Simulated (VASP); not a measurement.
# Si (Fd-3m) in VASP: a series of runs

Runs on Si. Level: RPBE. Tasks: single point, relaxation of cell and atoms.

All numbers are computed with VASP 6.6.1; they aren't measurements. Logs are shortened: lines on timing, memory, paths and dates and some standing lists are left out, and cuts for length are marked.

### 1 The cell of the first run

It takes space group Fd-3m (No. 227, cubic). The conventional cell has a = 5.646 Å, b = 5.646 Å, c = 5.646 Å, α = 90.00°, β = 90.00°, γ = 90.00°. Si (site symmetry -43m) has 4 Si at 2.44 Å within 3.2 Å.

### 2 Single point, RPBE (volume scaled by 1.08)

Contents of INCAR:

```
ALGO     = Normal         # electronic algorithm
EDIFF    = 1E-7           # SCF threshold, eV
ENCUT    = 520            # plane-wave cutoff, eV
GGA      = RP             # functional
ISIF     = 2              # what is computed and relaxed
ISMEAR   = -1             # smearing method
LASPH    = T              # aspherical terms in the spheres
LCHARG   = F              # write CHGCAR
LREAL    = F              # projectors in reciprocal space
LWAVE    = F              # write WAVECAR
NBANDS   = 11             # bands
NELM     = 80             # most SCF steps
PREC     = Accurate       # precision mode
SIGMA    = 0.05           # smearing width, eV
```

Contents of KPOINTS:

```
k-points
0
Gamma
  9 9 9
```

Contents of POSCAR:

```
Si
1.0
    0.0000000000      2.8231021666      2.8231021666
    2.8231021666      0.0000000000      2.8231021666
    2.8231021666      2.8231021666      0.0000000000
Si
2
Direct
    0.5000000000      0.5000000000      0.5000000000
    0.7500000000      0.7500000000      0.7500000000
```

Potentials or basis: VASP PAW PBE potentials, release 64 (Si).

Started as:

```bash
$ cat potpaw_PBE.64/Si/POTCAR > POTCAR
$ mpirun -np 1 vasp_std > vasp.out
```

OUTCAR:

```text
EDIFF = 1E-7
   ENCUT = 520
   GGA = RP
   ISIF = 2
   ISMEAR = -1
   LASPH = T
   LREAL = F
   NELM = 80
   PREC = Accurate

 ion  position               nearest neighbor table
   1  0.500  0.500  0.500-   2 2.44   2 2.44   2 2.44   2 2.44
   2  0.750  0.750  0.750-   1 2.44   1 2.44   1 2.44   1 2.44

  LATTYP: Found a face centered cubic cell.
 ALAT       =     5.6462043332

  Lattice vectors:

 A1 = (   0.0000000000,   2.8231021666,   2.8231021666)
 A2 = (   2.8231021666,   0.0000000000,   2.8231021666)
 A3 = (   2.8231021666,   2.8231021666,   0.0000000000)

Analysis of symmetry for initial positions (statically):
=====================================================================
 Subroutine PRICEL returns:
 Original cell was already a primitive cell.

 Routine SETGRP: Setting up the symmetry group for a
 face centered cubic supercell.

 Subroutine GETGRP returns: Found 48 space group operations
 (whereof 24 operations were pure point group operations)
 out of a pool of 48 trial point group operations.

The static configuration has the point symmetry T_d .
 The point group associated with its full space group is O_h .

Analysis of symmetry for dynamics (positions and initial velocities):
=====================================================================
 Subroutine PRICEL returns:
 Original cell was already a primitive cell.

 Routine SETGRP: Setting up the symmetry group for a
 face centered cubic supercell.

 Subroutine GETGRP returns: Found 48 space group operations
 (whereof 24 operations were pure point group operations)
 out of a pool of 48 trial point group operations.

The dynamic configuration has the point symmetry T_d .
 The point group associated with its full space group is O_h .

 Subroutine INISYM returns: Found 48 space group operations
 (whereof 24 operations are pure point group operations),
 and found     1 'primitive' translations

----------------------------------------------------------------------------------------

                                     Primitive cell

  volume of cell :      44.9997

  direct lattice vectors                    reciprocal lattice vectors
     0.000000000  2.823102167  2.823102167    -0.177110133  0.177110133  0.177110133
     2.823102167  0.000000000  2.823102167     0.177110133 -0.177110133  0.177110133
     2.823102167  2.823102167  0.000000000     0.177110133  0.177110133 -0.177110133

  length of vectors
     3.992469372  3.992469372  3.992469372     0.306763749  0.306763749  0.306763749

[... 83 lines left out ...]
   NSW    =      0    number of steps for IOM
   IBRION =     -1    ionic relax: 0-MD 1-quasi-New 2-CG
   NFREE  =      0    steps in history (QN), initial steepest desc. (CG)
   ISIF   =      2    stress and relaxation
   ISYM   =      2    0-nonsym 1-usesym 2-fastsym
   POTIM  = 0.5000    time-step for ionic-motion
   TEBEG  =    0.0;   TEEND  =   0.0 temperature during run
   PSTRESS=    0.0 pullay stress
   NELECT =       8.0000    total number of electrons
   NUPDOWN=      -1.0000    fix difference up-down
   EMIN   =  10.00;   EMAX   =-10.00  energy-range for DOS
   EFERMI =   0.00;   METHOD = LEGACY
   ISMEAR =    -1;   SIGMA  =   0.05  broadening in eV -4-tet -1-fermi 0-gaus
   EFERMI_NEDOS =   21; number of points for ismear=-14 and -15
   IALGO  =     38    algorithm
   IMIX   =      4    mixing-type and parameters
     AMIX     =   0.40;   BMIX     =  1.00
     AMIX_MAG =   1.60;   BMIX_MAG =  1.00
  volume/ion in A,a.u.               =      22.50       151.84
  Fermi-wavevector in a.u.,A,eV,Ry     =   0.920524  1.739537 11.529082  0.847364
  Thomas-Fermi vector in A             =   2.045838
   LORBIT       =      0    0 simple, 1 ext, 2 COOP (PROOUT), +10 PAW based schemes
   GGA     = RP    functional components
   LHFCALC =     F    Hartree Fock is set to
   AEXX    =    0.0000 exact exchange contribution
   IVDW    =     0    specifies the selected vdW correction
   LEPSILON=     F    determine dielectric tensor
   LRPA    =     F    only Hartree local field effects (RPA)
 non-spin polarized calculation
  energy-cutoff  :      520.00
  volume of cell :       45.00
 maximum number of plane-waves:      1243
 NGX is ok and might be reduce to    30
   NGX = 15   NGY = 15   NGZ = 15

 number of electron       7.9999999 magnetization

 Free energy of the ion-electron system (eV)
  ---------------------------------------------------
  ext. energy  EPLUGINS =         0.00000000
  ---------------------------------------------------
  free energy    TOTEN  =       -10.25767615 eV

  energy without entropy =      -10.25767349  energy(sigma->0) =      -10.25767482

 E-fermi :   5.1856     XC(G=0):  -8.8469

 val. band max:        4.7775094180   @ k =   0.0000   0.0000   0.0000
 cond. band min:       5.6305853819   @ k =   0.4444   0.4444   0.0000
 fundamental gap:      0.8530759639
 Fermi energy:         5.1856143029

 k-point     1 :       0.0000    0.0000    0.0000
  band No.  band energies     occupation
      1      -6.3914      2.00000
      2       4.7775      1.99943
      3       4.7775      1.99943
      4       4.7775      1.99943
      5       6.9753      0.00000
      6       7.2943      0.00000
      7       7.2943      0.00000
      8       7.2943      0.00000
      9      12.3797      0.00000
     10      12.3797      0.00000
     11      12.5391      0.00000
[... 309 lines left out ...]
 k-point    24 :       0.4444    0.4444    0.0000
  band No.  band energies     occupation
      1      -3.4038      2.00000
      2      -1.8597      2.00000
      3       2.2747      2.00000
      4       2.2747      2.00000
      5       5.6306      0.00027
      6       6.0308      0.00000
      7      13.4069      0.00000
      8      13.4069      0.00000
      9      15.6340      0.00000
     10      15.9297      0.00000
     11      15.9360      0.00000

 [... further k-points ...]
[... 5 lines left out ...]
  --------------------------------------------------------------------------------------
  -------------------------------------------------------------------------------------
  Total       -1.6102183     -1.6102183     -1.6102183      0.0000000     -0.0000000      0.0000000
  in kB      -57.3304782    -57.3304782    -57.3304782      0.0000000     -0.0000000      0.0000000
  external PRESSURE =     -57.3304782 kB  Pullay stress =       0.0000000 kB

 VOLUME and BASIS-vectors are now :
 -----------------------------------------------------------------------------
  energy-cutoff  :      520.00
  volume of cell :       45.00
      direct lattice vectors                 reciprocal lattice vectors
     0.000000000  2.823102167  2.823102167    -0.177110133  0.177110133  0.177110133
     2.823102167  0.000000000  2.823102167     0.177110133 -0.177110133  0.177110133
     2.823102167  2.823102167  0.000000000     0.177110133  0.177110133 -0.177110133

 POSITION                                       TOTAL-FORCE (eV/Angst)
 -----------------------------------------------------------------------------------
      2.82310      2.82310      2.82310         0.000000      0.000000     -0.000000
      4.23465      4.23465      4.23465        -0.000000     -0.000000      0.000000
 -----------------------------------------------------------------------------------
    total drift:                                0.000000     -0.000000     -0.000000

  FREE ENERGIE OF THE ION-ELECTRON SYSTEM (eV)
  ---------------------------------------------------
  free  energy   TOTEN  =       -10.2576761493 eV

  energy  without entropy=      -10.2576734933  energy(sigma->0) =      -10.25767482
```

OSZICAR:

```text
N       E                     dE             d eps       ncg     rms          rms(c)
DAV:   1     0.789824867885E+01    0.78982E+01   -0.31948E+03   770   0.577E+02
DAV:   2    -0.982148324526E+01   -0.17720E+02   -0.17159E+02  1005   0.812E+01
DAV:   3    -0.103375299860E+02   -0.51605E+00   -0.51497E+00   973   0.127E+01
DAV:   4    -0.103417216449E+02   -0.41917E-02   -0.41911E-02   916   0.146E+00
DAV:   5    -0.103417712570E+02   -0.49612E-04   -0.49611E-04   980   0.145E-01    0.499E+00
DAV:   6    -0.102820808098E+02    0.59690E-01   -0.31203E-02   863   0.788E-01    0.301E+00
DAV:   7    -0.102544010561E+02    0.27680E-01   -0.72480E-02   889   0.136E+00    0.189E-01
DAV:   8    -0.102568005883E+02   -0.23995E-02   -0.46037E-03   842   0.350E-01    0.997E-02
DAV:   9    -0.102576268340E+02   -0.82625E-03   -0.13036E-03   907   0.192E-01    0.413E-02
DAV:  10    -0.102576604785E+02   -0.33644E-04   -0.32622E-05   981   0.360E-02    0.159E-02
DAV:  11    -0.102576760700E+02   -0.15591E-04   -0.36634E-05   870   0.329E-02    0.108E-02
DAV:  12    -0.102576761493E+02   -0.79345E-07   -0.22664E-07   978   0.313E-03
   1 F= -.10257676E+02 E0= -.10257675E+02  d E =-.265604E-05
```

stdout:

```text
POSCAR found type information on POSCAR Si
 POSCAR found :  1 types and       2 ions
 scaLAPACK will be used
 -----------------------------------------------------------------------------
|                                                                             |
|                                                                             |
|     You enforced a specific xc type in the INCAR file but a different       |
|     I HOPE YOU KNOW WHAT YOU ARE DOING!                                     |
|                                                                             |
 -----------------------------------------------------------------------------

 LDA part: xc-table for (Slater+PW92), standard interpolation
 POSCAR, INCAR and KPOINTS ok, starting setup
 FFT: planning ... GRIDC
 FFT: planning ... GRID_SOFT
 FFT: planning ... GRID
 WAVECAR not read
 entering main loop
```

It took 20 s on 1 thread of Intel Xeon Platinum 8375C at 2.90GHz (Ice Lake), shared host; peak memory 0.16 GiB.

What came out:

```
Free energy            : -10.2577 eV
Pressure               : -5.7 GPa
Band gap on the k mesh : 0.85 eV, indirect (least direct gap 2.20 eV)
```

Levels at points of the mesh, in eV from the valence-band top:
```tsv
k point	band 2	band 3	band 4	band 5	band 6	band 7
(0.00, 0.00, 0.00)	0.00	0.00	0.00	2.20	2.52	2.52
```

Caveat: the cell differs from its parent crystal (volume scaled by 1.08); the PAW data sets were made with another functional, which shifts forces and pressure a little.

### 3 Single point, RPBE (volume scaled by 1.12)

Contents of INCAR:

```
SYSTEM = Si
PREC = Accurate
ENCUT = 520
EDIFF = 1E-6
ISMEAR = -1
SIGMA = 0.05
LREAL = .FALSE.
LASPH = .TRUE.
NELM = 80
ALGO = Normal
ISIF = 2
LWAVE = .FALSE.
LCHARG = .FALSE.
GGA = RP
NBANDS = 11
```

Contents of KPOINTS:

```
regular mesh
0
G
  9 9 9
  0 0 0
```

Contents of POSCAR:

```
Si
1.0
    0.0000000000      2.8575336352      2.8575336352
    2.8575336352      0.0000000000      2.8575336352
    2.8575336352      2.8575336352      0.0000000000
Si
2
Direct
    0.5000000000      0.5000000000      0.5000000000
    0.7500000000      0.7500000000      0.7500000000
```

Potentials or basis: VASP PAW PBE potentials, release 64 (Si).

Started as:

```bash
$ cat potpaw_PBE.64/Si/POTCAR > POTCAR
$ mpirun -np 1 vasp_std > vasp.out
```

Run time: 21 s. Hardware: 1 thread of Intel Xeon Platinum 8375C at 2.90GHz (Ice Lake), shared host; peak memory 0.16 GiB.

The run converged. Its results:

- Free energy: -10.1877 eV
- Pressure: -7.7 GPa
- Band gap on the k mesh: 0.91 eV, indirect (least direct gap 1.82 eV)

Levels at points of the mesh, in eV from the valence-band top:
| k point | band 2 | band 3 | band 4 | band 5 | band 6 | band 7 |
| --- | --- | --- | --- | --- | --- | --- |
| (0.00, 0.00, 0.00) | 0.00 | 0.00 | 0.00 | 1.82 | 2.50 | 2.50 |

Caveat: the cell differs from its parent crystal (volume scaled by 1.12); the PAW data sets were made with another functional, which shifts forces and pressure a little.

### 4 Relaxation of cell and atoms, RPBE

This run uses another cell than the first one, of 20.02 Å³/atom, 0.890 times its volume.

Contents of INCAR:

```
SYSTEM = Si
ALGO     = Normal         ! electronic algorithm
EDIFF    = 1E-6           ! SCF threshold, eV
EDIFFG   = -0.01          ! ionic threshold
ENCUT    = 600            ! plane-wave cutoff, eV
GGA      = RP             ! functional
IBRION   = 2              ! ionic algorithm
ISIF     = 3              ! what is computed and relaxed
ISMEAR   = -1             ! smearing method
LASPH    = .TRUE.         ! aspherical terms in the spheres
LCHARG   = .FALSE.        ! write CHGCAR
LREAL    = .FALSE.        ! projectors in reciprocal space
LWAVE    = .FALSE.        ! write WAVECAR
NELM     = 80             ! most SCF steps
NSW      = 80             ! ionic steps
PREC     = Accurate       ! precision mode
SIGMA    = 0.05           ! smearing width, eV
```

Contents of KPOINTS:

```
k-points
0
G
  6 6 6
  0 0 0
```

Contents of POSCAR:

```
Si
1.0
    0.0000000000      2.7153500000      2.7153500000
    2.7153500000      0.0000000000      2.7153500000
    2.7153500000      2.7153500000      0.0000000000
Si
2
Direct
    0.5000000000      0.5000000000      0.5000000000
    0.7500000000      0.7500000000      0.7500000000
```

Potentials or basis: VASP PAW PBE potentials, release 64 (Si).

Started as:

```bash
$ cat potpaw_PBE.64/Si/POTCAR > POTCAR
$ mpirun -np 1 vasp_std > vasp.out
```

OUTCAR:

```text
SYSTEM = Si
   EDIFF = 1E-6
   EDIFFG = -0.01
   ENCUT = 600
   GGA = RP
   IBRION = 2
   ISIF = 3
   ISMEAR = -1
   LASPH = .TRUE.
   LREAL = .FALSE.
   NELM = 80
   NSW = 80
   PREC = Accurate

 ion  position               nearest neighbor table
   1  0.500  0.500  0.500-   2 2.35   2 2.35   2 2.35   2 2.35
   2  0.750  0.750  0.750-   1 2.35   1 2.35   1 2.35   1 2.35

  LATTYP: Found a face centered cubic cell.
 ALAT       =     5.4307000000

  Lattice vectors:

 A1 = (   0.0000000000,   2.7153500000,   2.7153500000)
 A2 = (   2.7153500000,   0.0000000000,   2.7153500000)
 A3 = (   2.7153500000,   2.7153500000,   0.0000000000)

Analysis of symmetry for initial positions (statically):
=====================================================================
[... 173 lines left out ...]
  -------------------------------------------------------------------------------------
  Total        0.8688131      0.8688131      0.8688131      0.0000000      0.0000000     -0.0000000
  in kB       34.7639819     34.7639819     34.7639819      0.0000000      0.0000000     -0.0000000
  external PRESSURE =      34.7639819 kB  Pullay stress =       0.0000000 kB
[... 59 lines left out ...]
--------------------------------------- Ionic step        3  -------------------------------------------

 number of electron       8.0000000 magnetization

 Free energy of the ion-electron system (eV)
  ---------------------------------------------------
  ext. energy  EPLUGINS =         0.00000000
  ---------------------------------------------------
  free energy    TOTEN  =       -10.30370634 eV

  energy without entropy =      -10.30369447  energy(sigma->0) =      -10.30370040

 E-fermi :   5.9179     XC(G=0):  -9.1602

 val. band max:        5.5330270143   @ k =   0.0000   0.0000   0.0000
 cond. band min:       6.3689739270   @ k =   0.3333   0.3333   0.0000
 fundamental gap:      0.8359469127
 Fermi energy:         5.9178811881

 k-point     1 :       0.0000    0.0000    0.0000
  band No.  band energies     occupation
      1      -6.1488      2.00000
      2       5.5330      1.99909
      3       5.5330      1.99909
      4       5.5330      1.99909
      5       8.0849      0.00000
      6       8.0849      0.00000
      7       8.0849      0.00000
      8       8.6021      0.00000
[... 192 lines left out ...]
  FREE ENERGIE OF THE ION-ELECTRON SYSTEM (eV)
  ---------------------------------------------------
  free  energy   TOTEN  =       -10.3037063383 eV

  energy  without entropy=      -10.3036944706  energy(sigma->0) =      -10.30370040

 reached required accuracy - stopping structural energy minimisation
```

CONTCAR:

```text
Si
   1.00000000000000
     0.0000000000000000    2.7493642912110596    2.7493642912110596
     2.7493642912110596    0.0000000000000000    2.7493642912110596
     2.7493642912110596    2.7493642912110596   -0.0000000000000000
  Si
     2
Direct
     0.5000000000000000    0.5000000000000000    0.5000000000000000
     0.7500000000000000    0.7500000000000000    0.7500000000000000

  0.00000000E+00  0.00000000E+00  0.00000000E+00
  0.00000000E+00  0.00000000E+00  0.00000000E+00
```

Run time: 20 s. Hardware: 1 thread of Intel Xeon Platinum 8375C at 2.90GHz (Ice Lake), shared host; peak memory 0.17 GiB.

What came out:

```
Free energy                            : -10.3037 eV
Relaxed volume                         : 20.78 Å³/atom
Relaxed cell                           : a = 3.888 Å, b = 3.888 Å, c = 3.888 Å, α = 60.00°, β = 60.00°, γ = 60.00°
Space group after relaxing (to 0.05 Å) : Fd-3m (No. 227)
Energy gained by relaxing              : 8.0 meV/atom
Ionic steps                            : 3
Pressure after relaxing                : 0.0 GPa
Band gap on the k mesh                 : 0.84 eV, indirect (least direct gap 2.55 eV)
```

The path:
```
step  energy change (eV)  largest force (eV/Å)  pressure (GPa)  volume (Å³)
   1              0.0000                0.0000            3.48        40.04
   2             -0.0092                0.0000           -2.01        42.61
   3             -0.0160                0.0000            0.00        41.56
```

Final structure:
```xyz
2
Lattice="0.0000 2.7494 2.7494 2.7494 0.0000 2.7494 2.7494 2.7494 0.0000" Properties=species:S:1:pos:R:3 pbc="T T T"
Si    2.7494    2.7494    2.7494
Si    4.1240    4.1240    4.1240
```

Caveat: the PAW data sets were made with another functional, which shifts forces and pressure a little. RPBE and its kin give volumes clearly too large for solids.

### 5 The runs side by side

| task | cell | k mesh | cutoff (eV) | gap on the mesh (eV) | pressure (GPa) |
| --- | --- | --- | --- | --- | --- |
| single point | a = 3.992 Å, angles 60.0°, 2 atoms | 9 × 9 × 9 | 520 | 0.85 | -5.7 |
| single point | a = 4.041 Å, angles 60.0°, 2 atoms | 9 × 9 × 9 | 520 | 0.91 | -7.7 |
| relaxation of cell and atoms | relaxed from a = 3.840 Å, angles 60.0°, 2 atoms | 6 × 6 × 6 | 600 | 0.84 | 0.0 |

Alike in all rows: level RPBE; potentials or basis VASP PAW PBE potentials, release 64 (Si); no spin polarisation; smearing fermi-dirac 0.05 eV.

Caveats: the PAW data sets were made with another functional, which shifts forces and pressure a little.

Total energies depend on the potentials used, so only differences within one code and one set of settings carry meaning.
